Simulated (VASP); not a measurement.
# BeS (P6_3/mmc) in VASP: notebook

Aim: see how the results for BeS move with the level of theory and the settings. Levels: PBE, r2SCAN. Tasks: single point.

Program: VASP 6.6.1. These are calculated values, not measurements. Logs are shortened: lines on timing, memory, paths and dates and some standing lists are left out, and cuts for length are marked.

## (1) The cell of the first run

Symmetry: P6_3/mmc, No. 194, hexagonal system. Conventional cell: a = 3.365 Å, b = 3.365 Å, c = 5.350 Å, α = 90.00°, β = 90.00°, γ = 120.00°. Within 3.1 Å of Be (site symmetry -3m) lie 6 S at 2.36 Å and 2 Be at 2.67 Å. Within 3.1 Å of S (site symmetry -6m2) lie 6 Be at 2.36 Å.

## (2) Single point, PBE (volume changed by +6%)

The input, INCAR:

```
SYSTEM = BeS
ALGO = Normal
EDIFF = 1E-6
ENCUT = 520
GGA = PE
ISIF = 2
ISMEAR = 0
LASPH = .TRUE.
LCHARG = .TRUE.
LELF = .TRUE.
LREAL = .FALSE.
LVHAR = .TRUE.
LWAVE = .FALSE.
NBANDS = 16
NELM = 60
PREC = Accurate
SIGMA = 0.01
```

The input, KPOINTS:

```
k-points
0
G
  9 9 4
  0 0 0
```

The input, POSCAR:

```
BeS
1.0
    3.3652156090      0.0000000000      0.0000000000
   -1.6826078045      2.9143622066      0.0000000000
    0.0000000000      0.0000000000      5.3498382553
Be S
2 2
Direct
    0.0000000000      0.0000000000      0.0000000000
    0.0000000000      0.0000000000      0.5000000000
    0.3333333333      0.6666666667      0.2500000000
    0.6666666667      0.3333333333      0.7500000000
```

Potentials or basis: VASP PAW PBE potentials, release 64 (Be, S).

On the command line:

```
cat potpaw_PBE.64/Be/POTCAR potpaw_PBE.64/S/POTCAR > POTCAR
mpirun -np 1 vasp_std > vasp.out
```

OUTCAR:

```text
SYSTEM = BeS
   EDIFF = 1E-6
   ENCUT = 520
   GGA = PE
   ISIF = 2
   ISMEAR = 0
   LASPH = .TRUE.
   LREAL = .FALSE.
   NELM = 60
   PREC = Accurate

 ion  position               nearest neighbor table
   1  0.000  0.000  0.000-   3 2.36   4 2.36   3 2.36   4 2.36   4 2.36   3 2.36
   2  0.000  0.000  0.500-   3 2.36   4 2.36   3 2.36   4 2.36   4 2.36   3 2.36
   3  0.333  0.667  0.250-   1 2.36   2 2.36   1 2.36   2 2.36   1 2.36   2 2.36
   4  0.667  0.333  0.750-   1 2.36   2 2.36   1 2.36   2 2.36   1 2.36   2 2.36

  LATTYP: Found a hexagonal cell.
 ALAT       =     3.3652156090
 C/A-ratio  =     1.5897460600

  Lattice vectors:

 A1 = (   3.3652156090,   0.0000000000,   0.0000000000)
 A2 = (  -1.6826078045,   2.9143622066,   0.0000000000)
 A3 = (   0.0000000000,   0.0000000000,   5.3498382553)

Analysis of symmetry for initial positions (statically):
=====================================================================
 Subroutine PRICEL returns:
 Original cell was already a primitive cell.

 Routine SETGRP: Setting up the symmetry group for a
 hexagonal supercell.

 Subroutine GETGRP returns: Found 24 space group operations
 (whereof 12 operations were pure point group operations)
 out of a pool of 24 trial point group operations.

The static configuration has the point symmetry D_3d.
 The point group associated with its full space group is D_6h.

Analysis of symmetry for dynamics (positions and initial velocities):
=====================================================================
 Subroutine PRICEL returns:
 Original cell was already a primitive cell.

 Routine SETGRP: Setting up the symmetry group for a
 hexagonal supercell.

 Subroutine GETGRP returns: Found 24 space group operations
 (whereof 12 operations were pure point group operations)
 out of a pool of 24 trial point group operations.

The dynamic configuration has the point symmetry D_3d.
 The point group associated with its full space group is D_6h.

 Subroutine INISYM returns: Found 24 space group operations
 (whereof 12 operations are pure point group operations),
 and found     1 'primitive' translations

----------------------------------------------------------------------------------------

                                     Primitive cell

  volume of cell :      52.4683

  direct lattice vectors                    reciprocal lattice vectors
     3.365215609  0.000000000  0.000000000     0.297157780  0.171564124  0.000000000
    -1.682607804  2.914362207  0.000000000     0.000000000  0.343128249  0.000000000
     0.000000000  0.000000000  5.349838255     0.000000000  0.000000000  0.186921539

  length of vectors
     3.365215609  3.365215609  5.349838255     0.343128249  0.343128249  0.186921539

  position of ions in fractional coordinates (direct lattice)
     0.000000000  0.000000000  0.000000000
     0.000000000  0.000000000  0.500000000
     0.333333333  0.666666667  0.250000000
     0.666666667  0.333333333  0.750000000

  ion indices of the primitive-cell ions
   primitive index   ion index
                 1           1
                 2           2
                 3           3
                 4           4

----------------------------------------------------------------------------------------

 KPOINTS: k-points

Automatic generation of k-mesh.
 Grid dimensions read from file:
 generate k-points for:    9    9    4

 Generating k-lattice:

  Cartesian coordinates                     Fractional coordinates (reciprocal lattice)
     0.033017531  0.019062680  0.000000000     0.111111111  0.000000000  0.000000000
     0.000000000  0.038125361  0.000000000     0.000000000  0.111111111  0.000000000
     0.000000000  0.000000000  0.046730385     0.000000000  0.000000000  0.250000000

  Length of vectors
     0.038125361  0.038125361  0.046730385

  Shift w.r.t. Gamma in fractional coordinates (k-lattice)
     0.000000000  0.000000000  0.000000000

 Subroutine IBZKPT returns following result:
 ===========================================

 Found     36 irreducible k-points:

 Following reciprocal coordinates:
            Coordinates               Weight
  0.000000  0.000000  0.000000      1.000000
  0.111111  0.000000  0.000000      6.000000
  0.222222 -0.000000  0.000000      6.000000
  0.333333 -0.000000  0.000000      6.000000
  0.444444 -0.000000  0.000000      6.000000
  0.111111  0.111111  0.000000      6.000000
[... 16 lines left out ...]
  0.333333  0.222222  0.250000     24.000000
  0.333333  0.333333  0.250000      4.000000
 [... further k-points ...]
   k-points           NKPTS =     36   k-points in BZ     NKDIM =     36   number of bands    NBANDS=     16
   number of dos      NEDOS =    301   number of ions     NIONS =      4
   total plane-waves  NPLWV =  31360
   dimension x,y,z NGX =    28 NGY =   28 NGZ =   40
   dimension x,y,z NGXF=    56 NGYF=   56 NGZF=   80
   ions per type =               2   2
   NGX,Y,Z   is equivalent  to a cutoff of  13.83, 13.83, 12.43 a.u.
   NGXF,Y,Z  is equivalent  to a cutoff of  27.66, 27.66, 24.86 a.u.
 SYSTEM =  BeS
   PREC   = accura    normal or accurate (medium, high low for compatibility)
   ISTART =      0    job   : 0-new  1-cont  2-samecut
   ICHARG =      2    charge: 1-file 2-atom 10-const
   ISPIN  =      1    spin polarized calculation?
   LNONCOLLINEAR =      F non collinear calculations
   LSORBIT =      F    spin-orbit coupling
   LASPH  =      T    aspherical Exc in radial PAW
   ENCUT  =  520.0 eV  38.22 Ry    6.18 a.u.   6.26  6.26  9.95*2*pi/ulx,y,z
   NELM   =     60;   NELMIN=  2; NELMDL= -5     # of ELM steps
   EDIFF  = 0.1E-05   stopping-criterion for ELM
   LREAL  =      F    real-space projection
   EDIFFG = 0.1E-04   stopping-criterion for IOM
   NSW    =      0    number of steps for IOM
   IBRION =     -1    ionic relax: 0-MD 1-quasi-New 2-CG
   NFREE  =      0    steps in history (QN), initial steepest desc. (CG)
   ISIF   =      2    stress and relaxation
   ISYM   =      2    0-nonsym 1-usesym 2-fastsym
   POTIM  = 0.5000    time-step for ionic-motion
   TEBEG  =    0.0;   TEEND  =   0.0 temperature during run
   PSTRESS=    0.0 pullay stress
   NELECT =      16.0000    total number of electrons
   NUPDOWN=      -1.0000    fix difference up-down
   EMIN   =  10.00;   EMAX   =-10.00  energy-range for DOS
   EFERMI =   0.00;   METHOD = LEGACY
   ISMEAR =     0;   SIGMA  =   0.01  broadening in eV -4-tet -1-fermi 0-gaus
   EFERMI_NEDOS =   21; number of points for ismear=-14 and -15
   IALGO  =     38    algorithm
   IMIX   =      4    mixing-type and parameters
     AMIX     =   0.40;   BMIX     =  1.00
     AMIX_MAG =   1.60;   BMIX_MAG =  1.00
  volume/ion in A,a.u.               =      13.12        88.52
  Fermi-wavevector in a.u.,A,eV,Ry     =   1.101918  2.082322 16.520500  1.214222
  Thomas-Fermi vector in A             =   2.238352
   LORBIT       =      0    0 simple, 1 ext, 2 COOP (PROOUT), +10 PAW based schemes
   GGA     = PE    functional components
   LHFCALC =     F    Hartree Fock is set to
   AEXX    =    0.0000 exact exchange contribution
   IVDW    =     0    specifies the selected vdW correction
   LEPSILON=     F    determine dielectric tensor
   LRPA    =     F    only Hartree local field effects (RPA)
 non-spin polarized calculation
 Gauss-broadening in eV      SIGMA  =   0.01
  energy-cutoff  :      520.00
  volume of cell :       52.47
 maximum number of plane-waves:      1434
 NGX is ok and might be reduce to    28
   NGX = 13   NGY = 13   NGZ = 19

 number of electron      15.9999999 magnetization

 Free energy of the ion-electron system (eV)
  ---------------------------------------------------
  ext. energy  EPLUGINS =         0.00000000
  ---------------------------------------------------
  free energy    TOTEN  =       -17.91008892 eV

  energy without entropy =      -17.91008892  energy(sigma->0) =      -17.91008892

 E-fermi :   6.1157     XC(G=0): -10.3652

 val. band max:        6.0257565016   @ k =   0.0000   0.0000   0.0000
 cond. band min:       7.5085284068   @ k =   0.3333   0.3333   0.0000
 fundamental gap:      1.4827719052
 Fermi energy:         6.1157151917

 k-point     1 :       0.0000    0.0000    0.0000
  band No.  band energies     occupation
      1      -8.7092      2.00000
      2      -6.5411      2.00000
      3      -0.7604      2.00000
      4       5.2871      2.00000
      5       5.2871      2.00000
      6       5.3116      2.00000
[... 8 lines left out ...]
     15      14.5266      0.00000
     16      15.4906      0.00000

 k-point     2 :       0.1111    0.0000    0.0000
  band No.  band energies     occupation
      1      -8.5601      2.00000
      2      -6.4287      2.00000
      3      -0.6089      2.00000
      4       3.8506      2.00000
      5       4.5333      2.00000
      6       4.8931      2.00000
[... 8 lines left out ...]
     15      14.2821      0.00000
     16      15.0728      0.00000

 k-point     3 :       0.2222   -0.0000    0.0000
  band No.  band energies     occupation
      1      -8.1292      2.00000
      2      -6.1362      2.00000
      3      -0.1632      2.00000
      4       1.9516      2.00000
      5       3.4051      2.00000
      6       3.7574      2.00000
[... 8 lines left out ...]
     15      14.4001      0.00000
     16      14.6465      0.00000

 k-point     4 :       0.3333   -0.0000    0.0000
  band No.  band energies     occupation
      1      -7.4819      2.00000
      2      -5.8296      2.00000
      3       0.4381      2.00000
      4       0.5355      2.00000
      5       1.8463      2.00000
      6       3.1691      2.00000
[... 8 lines left out ...]
     15      15.1093      0.00000
     16      16.0031      0.00000
[... 324 lines left out ...]
 k-point    22 :       0.2222    0.2222    0.2500
  band No.  band energies     occupation
      1      -6.9494      2.00000
      2      -5.9662      2.00000
      3       0.3177      2.00000
      4       0.5491      2.00000
      5       2.0218      2.00000
      6       2.3806      2.00000
[... 8 lines left out ...]
     15      13.9667      0.00000
     16      15.4551      0.00000

 k-point    23 :       0.3333    0.2222    0.2500
  band No.  band energies     occupation
      1      -6.3831      2.00000
      2      -5.8603      2.00000
      3      -0.2465      2.00000
      4       0.3809      2.00000
      5       1.2869      2.00000
      6       2.1404      2.00000
[... 8 lines left out ...]
     15      15.3022      0.00000
     16      16.2540      0.00000

 k-point    24 :       0.3333    0.3333    0.2500
  band No.  band energies     occupation
      1      -5.9986      2.00000
      2      -5.9986      2.00000
      3      -0.2411      2.00000
      4       0.8976      2.00000
      5       0.8976      2.00000
      6       1.0657      2.00000
[... 8 lines left out ...]
     15      15.8283      0.00000
     16      15.8283      0.00000

 [... further k-points ...]

------------------------ aborting loop because EDIFF is reached ----------------------------------------

  FORCE on cell =-STRESS in cart. coord.  units (eV):
  Direction    XX          YY          ZZ          XY          YZ          ZX
  --------------------------------------------------------------------------------------
  -------------------------------------------------------------------------------------
  Total       -1.8782167     -1.8782167     -1.8670235      0.0000000      0.0000000      0.0000000
  in kB      -57.3534048    -57.3534048    -57.0116075      0.0000000      0.0000000      0.0000000
  external PRESSURE =     -57.2394724 kB  Pullay stress =       0.0000000 kB

 VOLUME and BASIS-vectors are now :
 -----------------------------------------------------------------------------
  energy-cutoff  :      520.00
  volume of cell :       52.47
      direct lattice vectors                 reciprocal lattice vectors
     3.365215609  0.000000000  0.000000000     0.297157780  0.171564124  0.000000000
    -1.682607804  2.914362207  0.000000000     0.000000000  0.343128249  0.000000000
     0.000000000  0.000000000  5.349838255     0.000000000  0.000000000  0.186921539

 POSITION                                       TOTAL-FORCE (eV/Angst)
 -----------------------------------------------------------------------------------
      0.00000      0.00000      0.00000        -0.000000      0.000000      0.000000
      0.00000      0.00000      2.67492        -0.000000      0.000000      0.000000
     -0.00000      1.94291      1.33746        -0.000000      0.000000      0.000000
      1.68261      0.97145      4.01238         0.000000     -0.000000     -0.000000
 -----------------------------------------------------------------------------------
    total drift:                                0.000000     -0.000000     -0.000000

  FREE ENERGIE OF THE ION-ELECTRON SYSTEM (eV)
  ---------------------------------------------------
  free  energy   TOTEN  =       -17.9100889166 eV

  energy  without entropy=      -17.9100889166  energy(sigma->0) =      -17.91008892
```

Wall time 14 s (1 thread of Intel Xeon Platinum 8559C (Emerald Rapids), shared host); peak memory 0.18 GiB.

Results:

| Item | Value |
| --- | --- |
| Free energy | -17.9101 eV |
| Pressure | -5.7 GPa |
| Band gap on the k mesh | 1.48 eV, indirect (least direct gap 3.32 eV) |

 A k mesh can miss the band edges.

## (3) Single point, r2SCAN (volume changed by -6%)

The input, POSCAR:

```
BeS
1.0
    3.2328652983      0.0000000000      0.0000000000
   -1.6164326491      2.7997434753      0.0000000000
    0.0000000000      0.0000000000      5.1479425786
Be S
2 2
Direct
    0.0000000000      0.0000000000      0.0000000000
    0.0000000000      0.0000000000      0.5000000000
    0.3333333333      0.6666666667      0.2500000000
    0.6666666667      0.3333333333      0.7500000000
```

The input, INCAR.step1:

```
SYSTEM = BeS
PREC = Accurate ; ENCUT = 520
ISMEAR = 0 ; SIGMA = 0.01
LREAL = .False. ; LASPH = .True.
NELM = 80 ; NBANDS = 16
GGA = PE ; ALGO = Normal
EDIFF = 1E-4 ; LWAVE = .True.
LCHARG = .False.
```

The input, INCAR.step2:

```
SYSTEM = BeS
PREC = Accurate ; ENCUT = 520
EDIFF = 1E-7 ; ISMEAR = 0
SIGMA = 0.01 ; LREAL = .False.
LASPH = .True. ; NELM = 80
ALGO = Normal ; ISIF = 2
LWAVE = .False. ; LCHARG = .False.
METAGGA = R2SCAN ; LMIXTAU = .True.
NBANDS = 16 ; ISTART = 1
```

The input, KPOINTS:

```
regular mesh
0
Gamma
  9 9 4
  0 0 0
```

Potentials or basis: VASP PAW PBE potentials, release 64 (Be, S).

On the command line:

```
cat potpaw_PBE.64/Be/POTCAR potpaw_PBE.64/S/POTCAR > POTCAR
cp INCAR.step1 INCAR
mpirun -np 1 vasp_std > vasp.out
cp INCAR.step2 INCAR
mpirun -np 1 vasp_std > vasp.out
```

Wall time 37 s (1 thread of Intel Xeon Platinum 8559C (Emerald Rapids), shared host); peak memory 0.17 GiB.

The run converged. Its results:

```yaml
Free_energy: -27.2140 eV
Pressure: 7.8 GPa
Band_gap_on_the_k_mesh: 1.75 eV, indirect (least direct gap 4.12 eV)
```

Stress tensor (GPa, compression positive):
```
7.86 0.00 0.00
0.00 7.86 0.00
0.00 0.00 7.65
```

Levels at points of the mesh, in eV from the valence-band top:
```csv
k point,band 6,band 7,band 8,band 9,band 10,band 11
"(0.00, 0.00, 0.00)",-0.88,-0.88,0.00,4.16,6.20,6.34
"(0.00, 0.00, 0.50)",-0.80,-0.80,-0.80,5.16,5.16,5.66
```

Caveat: the PAW data sets were made with another functional, which shifts forces and pressure a little.

(Part 1 of 2 ends here.)
